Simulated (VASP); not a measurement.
# MoS3 (P-62m) in VASP: relaxation of cell and atoms with PBE

Aim: the relaxation of cell and atoms of MoS3 with PBE.

All numbers are computed with VASP 6.6.1; they aren't measurements. Logs are shortened: lines on timing, memory, paths and dates and some standing lists are left out, and cuts for length are marked.

## 1. The cell of the first run

The structure is hexagonal, space group P-62m (No. 189). Conventional cell: a = 6.712 Å, b = 6.712 Å, c = 2.895 Å, α = 90.00°, β = 90.00°, γ = 120.00°. Within 3.1 Å of Mo (site symmetry -62m) lie 6 S at 2.37 Å and 2 Mo at 2.89 Å. Within 3.1 Å of S (site symmetry m2m) lie 2 Mo at 2.37 Å and 2 S at 2.89 Å.

The cell was built from a structure type or drawn by symmetry, and may not be a known phase.

## 2. Relaxation of cell and atoms, PBE

The input, INCAR:

```
PREC     = Accurate       # precision mode
ENCUT    = 600            # plane-wave cutoff, eV
EDIFF    = 1E-6           # SCF threshold, eV
ISMEAR   = 0              # smearing method
SIGMA    = 0.1            # smearing width, eV
LREAL    = F              # projectors in reciprocal space
LASPH    = T              # aspherical terms in the spheres
NELM     = 100            # most SCF steps
ALGO     = Normal         # electronic algorithm
ISIF     = 3              # what is computed and relaxed
LWAVE    = F              # write WAVECAR
LCHARG   = F              # write CHGCAR
GGA      = PE             # functional
IBRION   = 2              # ionic algorithm
NSW      = 100            # ionic steps
EDIFFG   = -0.01          # ionic threshold
```

The input, KPOINTS:

```
regular mesh
0
Gamma
  12 12 16
```

The input, POSCAR:

```
MoS3
1.0
    6.7117245548      0.0000000000      0.0000000000
   -3.3558622774      5.8125239677      0.0000000000
    0.0000000000      0.0000000000      2.8947571331
Mo S
1 3
Direct
    0.0000000000      0.0000000000      0.0000000000
    0.7203705611      0.0000000000      0.5000000000
    0.0000000000      0.7203705611      0.5000000000
    0.2796294389      0.2796294389      0.5000000000
```

Potentials or basis: VASP PAW PBE potentials, release 64 (Mo_sv, S).

Command:

```console
$ cat potpaw_PBE.64/Mo_sv/POTCAR potpaw_PBE.64/S/POTCAR > POTCAR
$ mpirun -np 1 vasp_std > vasp.out
```

OUTCAR:

```text
PREC = Accurate
   ENCUT = 600
   EDIFF = 1E-6
   ISMEAR = 0
   LREAL = F
   LASPH = T
   NELM = 100
   ISIF = 3
   GGA = PE
   IBRION = 2
   NSW = 100
   EDIFFG = -0.01

 ion  position               nearest neighbor table
   1  0.000  0.000  0.000-   2 2.37   2 2.37   4 2.37   3 2.37   3 2.37   4 2.37
   2  0.720  0.000  0.500-   1 2.37   1 2.37
   3  0.000  0.720  0.500-   1 2.37   1 2.37
   4  0.280  0.280  0.500-   1 2.37   1 2.37

  LATTYP: Found a hexagonal cell.
 ALAT       =     6.7117245548
 C/A-ratio  =     0.4312985596

  Lattice vectors:

 A1 = (   6.7117245548,   0.0000000000,   0.0000000000)
 A2 = (  -3.3558622774,   5.8125239677,   0.0000000000)
 A3 = (   0.0000000000,   0.0000000000,   2.8947571331)

Analysis of symmetry for initial positions (statically):
=====================================================================
 Subroutine PRICEL returns:
 Original cell was already a primitive cell.

 Routine SETGRP: Setting up the symmetry group for a
 hexagonal supercell.

 Subroutine GETGRP returns: Found 12 space group operations
 (whereof 12 operations were pure point group operations)
 out of a pool of 24 trial point group operations.

The static configuration has the point symmetry D_3h.

Analysis of symmetry for dynamics (positions and initial velocities):
=====================================================================
 Subroutine PRICEL returns:
 Original cell was already a primitive cell.

 Routine SETGRP: Setting up the symmetry group for a
 hexagonal supercell.

 Subroutine GETGRP returns: Found 12 space group operations
 (whereof 12 operations were pure point group operations)
 out of a pool of 24 trial point group operations.

The dynamic configuration has the point symmetry D_3h.

 Subroutine INISYM returns: Found 12 space group operations
 (whereof 12 operations are pure point group operations),
 and found     1 'primitive' translations

----------------------------------------------------------------------------------------

                                     Primitive cell

  volume of cell :     112.9304

  direct lattice vectors                    reciprocal lattice vectors
     6.711724555  0.000000000  0.000000000     0.148993003  0.086021151  0.000000000
    -3.355862277  5.812523968  0.000000000     0.000000000  0.172042301  0.000000000
     0.000000000  0.000000000  2.894757133     0.000000000  0.000000000  0.345452124

  length of vectors
     6.711724555  6.711724555  2.894757133     0.172042301  0.172042301  0.345452124

  position of ions in fractional coordinates (direct lattice)
     0.000000000  0.000000000  0.000000000
     0.720370561  0.000000000  0.500000000
     0.000000000  0.720370561  0.500000000
     0.279629439  0.279629439  0.500000000

  ion indices of the primitive-cell ions
   primitive index   ion index
                 1           1
                 2           2
                 3           3
                 4           4

----------------------------------------------------------------------------------------

 KPOINTS: regular mesh

Automatic generation of k-mesh.
 Grid dimensions read from file:
 generate k-points for:   12   12   16

 Generating k-lattice:

  Cartesian coordinates                     Fractional coordinates (reciprocal lattice)
     0.012416084  0.007168429  0.000000000     0.083333333 -0.000000000  0.000000000
     0.000000000  0.014336858  0.000000000     0.000000000  0.083333333  0.000000000
     0.000000000  0.000000000  0.021590758     0.000000000  0.000000000  0.062500000

  Length of vectors
     0.014336858  0.014336858  0.021590758

  Shift w.r.t. Gamma in fractional coordinates (k-lattice)
     0.000000000  0.000000000  0.000000000

 Subroutine IBZKPT returns following result:
 ===========================================

 Found    171 irreducible k-points:

 Following reciprocal coordinates:
            Coordinates               Weight
  0.000000  0.000000  0.000000      1.000000
  0.083333  0.000000  0.000000      6.000000
  0.166667  0.000000  0.000000      6.000000
  0.250000 -0.000000  0.000000      6.000000
  0.333333  0.000000  0.000000      6.000000
  0.416667  0.000000  0.000000      6.000000
[... 16 lines left out ...]
  0.250000 -0.000000  0.062500     12.000000
  0.333333  0.000000  0.062500     12.000000
 [... further k-points ...]
   k-points           NKPTS =    171   k-points in BZ     NKDIM =    171   number of bands    NBANDS=     20
   number of dos      NEDOS =    301   number of ions     NIONS =      4
   total plane-waves  NPLWV =  69984
   dimension x,y,z NGX =    54 NGY =   54 NGZ =   24
   dimension x,y,z NGXF=   108 NGYF=  108 NGZF=   48
   ions per type =               1   3
   NGX,Y,Z   is equivalent  to a cutoff of  13.38, 13.38, 13.78 a.u.
   NGXF,Y,Z  is equivalent  to a cutoff of  26.75, 26.75, 27.57 a.u.
 SYSTEM =  unknown system
   PREC   = accura    normal or accurate (medium, high low for compatibility)
   ISTART =      0    job   : 0-new  1-cont  2-samecut
   ICHARG =      2    charge: 1-file 2-atom 10-const
   ISPIN  =      1    spin polarized calculation?
   LNONCOLLINEAR =      F non collinear calculations
   LSORBIT =      F    spin-orbit coupling
   LASPH  =      T    aspherical Exc in radial PAW
   ENCUT  =  600.0 eV  44.10 Ry    6.64 a.u.  13.40 13.40  5.78*2*pi/ulx,y,z
   NELM   =    100;   NELMIN=  2; NELMDL= -5     # of ELM steps
   EDIFF  = 0.1E-05   stopping-criterion for ELM
   LREAL  =      F    real-space projection
   EDIFFG = -.1E-01   stopping-criterion for IOM
   NSW    =    100    number of steps for IOM
   IBRION =      2    ionic relax: 0-MD 1-quasi-New 2-CG
   NFREE  =      1    steps in history (QN), initial steepest desc. (CG)
   ISIF   =      3    stress and relaxation
   ISYM   =      2    0-nonsym 1-usesym 2-fastsym
   POTIM  = 0.5000    time-step for ionic-motion
   TEBEG  =    0.0;   TEEND  =   0.0 temperature during run
   PSTRESS=    0.0 pullay stress
   NELECT =      32.0000    total number of electrons
   NUPDOWN=      -1.0000    fix difference up-down
   EMIN   =  10.00;   EMAX   =-10.00  energy-range for DOS
   EFERMI =   0.00;   METHOD = LEGACY
   ISMEAR =     0;   SIGMA  =   0.10  broadening in eV -4-tet -1-fermi 0-gaus
   EFERMI_NEDOS =   21; number of points for ismear=-14 and -15
   IALGO  =     38    algorithm
   IMIX   =      4    mixing-type and parameters
     AMIX     =   0.40;   BMIX     =  1.00
     AMIX_MAG =   1.60;   BMIX_MAG =  1.00
  volume/ion in A,a.u.               =      28.23       190.52
  Fermi-wavevector in a.u.,A,eV,Ry     =   1.075279  2.031983 15.731394  1.156225
  Thomas-Fermi vector in A             =   2.211131
   LORBIT       =      0    0 simple, 1 ext, 2 COOP (PROOUT), +10 PAW based schemes
   GGA     = PE    functional components
   LHFCALC =     F    Hartree Fock is set to
   AEXX    =    0.0000 exact exchange contribution
   IVDW    =     0    specifies the selected vdW correction
   LEPSILON=     F    determine dielectric tensor
   LRPA    =     F    only Hartree local field effects (RPA)
 conjugate gradient relaxation of ions
 non-spin polarized calculation
 Gauss-broadening in eV      SIGMA  =   0.10
  energy-cutoff  :      600.00
  volume of cell :      112.93
 maximum number of plane-waves:      3804
 NGX is ok and might be reduce to    54
   NGX = 27   NGY = 27   NGZ = 11

--------------------------------------- Ionic step        1  -------------------------------------------

 number of electron      31.9999998 magnetization

 Free energy of the ion-electron system (eV)
  ---------------------------------------------------
  ext. energy  EPLUGINS =         0.00000000
  ---------------------------------------------------
  free energy    TOTEN  =       -24.71881703 eV

  energy without entropy =      -24.71429487  energy(sigma->0) =      -24.71655595

------------------------ aborting loop because EDIFF is reached ----------------------------------------

  FORCE on cell =-STRESS in cart. coord.  units (eV):
  Direction    XX          YY          ZZ          XY          YZ          ZX
  --------------------------------------------------------------------------------------
  -------------------------------------------------------------------------------------
  Total        0.0264251      0.0264251     -0.4835204      0.0000000      0.0000000     -0.0000000
  in kB        0.3749013      0.3749013     -6.8598461      0.0000000      0.0000000     -0.0000000
  external PRESSURE =      -2.0366812 kB  Pullay stress =       0.0000000 kB
[... 137 lines left out ...]
  energy  without entropy=      -24.7152385029  energy(sigma->0) =      -24.71750146

--------------------------------------- Ionic step        5  -------------------------------------------

 number of electron      31.9999999 magnetization

 Free energy of the ion-electron system (eV)
  ---------------------------------------------------
  ext. energy  EPLUGINS =         0.00000000
  ---------------------------------------------------
  free energy    TOTEN  =       -24.71984823 eV

  energy without entropy =      -24.71529534  energy(sigma->0) =      -24.71757178

 E-fermi :   2.2397     XC(G=0):  -8.0574

 val. band max:        2.2269020222   @ k =   0.3333   0.3333   0.5000
 cond. band min:       2.2580463270   @ k =   0.5000  -0.0000   0.5000
 fundamental gap:      0.0311443047
 Fermi energy:         2.2397006582

 k-point     1 :       0.0000    0.0000    0.0000
  band No.  band energies     occupation
      1     -59.6004      2.00000
      2     -33.7517      2.00000
      3     -33.7517      2.00000
      4     -33.3523      2.00000
      5     -11.5880      2.00000
      6     -10.4871      2.00000
[... 12 lines left out ...]
     19       4.2621      0.00000
[... 513 lines left out ...]
      4     -33.3779      2.00000
      5     -11.4730      2.00000
      6     -10.5126      2.00000
[... 12 lines left out ...]
     19       4.0518      0.00000
     20       5.8607      0.00000

 [... further k-points ...]

------------------------ aborting loop because EDIFF is reached ----------------------------------------

  FORCE on cell =-STRESS in cart. coord.  units (eV):
  Direction    XX          YY          ZZ          XY          YZ          ZX
  --------------------------------------------------------------------------------------
  -------------------------------------------------------------------------------------
  Total        0.0109783      0.0109783      0.0030725      0.0000000      0.0000000     -0.0000000
  in kB        0.1560739      0.1560739      0.0436806      0.0000000      0.0000000     -0.0000000
  external PRESSURE =       0.1186095 kB  Pullay stress =       0.0000000 kB
[... 19 lines left out ...]
  FREE ENERGIE OF THE ION-ELECTRON SYSTEM (eV)
  ---------------------------------------------------
  free  energy   TOTEN  =       -24.7198482268 eV

  energy  without entropy=      -24.7152953374  energy(sigma->0) =      -24.71757178

 reached required accuracy - stopping structural energy minimisation
```

Wall time 32 min (1 thread of Oxide Virtual Turin-like, shared host); peak memory 0.54 GiB.

Results:

```yaml
Free_energy: -24.7198 eV
Relaxed_volume: 28.17 Å³/atom
Relaxed_cell: a = 6.719 Å, b = 6.719 Å, c = 2.883 Å, α = 90.00°, β = 90.00°, γ = 120.00°
Space_group_after_relaxing_to_0.1_Å: P-62m (No. 189)
Energy_gained_by_relaxing: 0.3 meV/atom
Ionic_steps: 5
Pressure_after_relaxing: 0.0 GPa
Largest_force_after_relaxing: 0.006 eV/Å
Band_gap_on_the_k_mesh: 0.03 eV (least direct gap 0.07 eV)
```

Forces in eV/Å, atoms in the order of the input:
```
Mo   0.000  0.000  0.000
S    0.006  0.000  0.000
S   -0.003  0.005  0.000
S   -0.003 -0.005  0.000
```

The path:
| step | energy change (eV) | largest force (eV/Å) | pressure (GPa) | volume (Å³) |
| --- | --- | --- | --- | --- |
| 1 | 0.0000 | 0.0006 | -0.20 | 112.93 |
| 2 | -0.0005 | 0.0569 | 0.34 | 112.34 |
| 3 | -0.0009 | 0.0359 | 0.13 | 112.57 |
| 4 | -0.0009 | 0.0365 | -0.07 | 112.79 |
| 5 | -0.0010 | 0.0061 | 0.01 | 112.70 |

Final structure:
```yaml
crystal:
  lattice:
    - [6.71870, 0.00000, 0.00000]
    - [-3.35935, 5.81857, 0.00000]
    - [0.00000, 0.00000, 2.88281]
  atoms:
    - { symbol: Mo, position: [0.00000, 0.00000, 0.00000] }
    - { symbol: S, position: [0.72023, 0.00000, 0.50000] }
    - { symbol: S, position: [0.00000, 0.72023, 0.50000] }
    - { symbol: S, position: [0.27977, 0.27977, 0.50000] }
```

Levels at points of the mesh, in eV from the valence-band top:
| k point | band 14 | band 15 | band 16 | band 17 | band 18 | band 19 |
| --- | --- | --- | --- | --- | --- | --- |
| (0.00, 0.00, 0.00) | -1.90 | -1.86 | -1.50 | 0.99 | 2.04 | 2.04 |
| (0.50, 0.00, 0.00) | -1.90 | -1.50 | -1.35 | 1.03 | 1.66 | 1.66 |
| (0.00, 0.00, 0.50) | -0.70 | -0.70 | -0.39 | 0.26 | 0.26 | 2.33 |
| (0.50, 0.00, 0.50) | -1.12 | -0.91 | -0.04 | 0.03 | 0.19 | 2.36 |
